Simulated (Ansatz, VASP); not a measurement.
**Two plane-wave programs on ZnS**

```
Zn S
1.0
    -3.84620    0.00000    0.00000
    -1.92310   -3.33091    0.00000
    -7.21183   -4.16375   18.89858
Zn S
6 6
Direct
  0.29356 0.29356 0.77065
  0.25191 0.25191 0.27065
  0.83511 0.83511 0.60408
  0.79346 0.79346 0.10408
  0.41833 0.41833 0.93750
  0.37668 0.37668 0.43750
  0.09567 0.09567 0.39564
  0.13732 0.13732 0.89564
  0.17880 0.17880 0.06248
  0.22045 0.22045 0.56248
  0.67916 0.67916 0.72884
  0.63751 0.63751 0.22884
```

Alike in both runs: task single point; functional PBE; k mesh 8 × 8 × 2; occupations gaussian, width 0.05 eV; no spin polarisation.

|  | VASP | Ansatz |
| --- | --- | --- |
| version | VASP 6.6.1 | Ansatz 0.2.0 |
| potentials or method | VASP PAW PBE potentials, release 64 (Zn, S), cutoff 520 eV | scalar-relativistic, plane waves, PAW |
| valence electrons in the cell | 108 | 108 |

Ansatz gave:

| Item | Value |
| --- | --- |
| gap on the k mesh at the Fermi level (eV) | 1.97 |
| least direct gap on the mesh (eV) | 1.97 |
| pressure (GPa) | -0.1 |
| traceless stress, the component that is largest in VASP (GPa) | -0.71 |
| rms of the force components (eV/Å) | 0.095 |

Question: Which values does VASP return?

Answer: gap on the k mesh at the Fermi level (eV): 1.97; least direct gap on the mesh (eV): 1.97; pressure (GPa): 0.1; traceless stress, the component that is largest in VASP (GPa): -0.71; rms of the force components (eV/Å): 0.095.

Atom by atom the forces differ by 0.001 eV/Å (rms over components). The functional is the same, so the differences come from potentials, cutoffs and numerics.
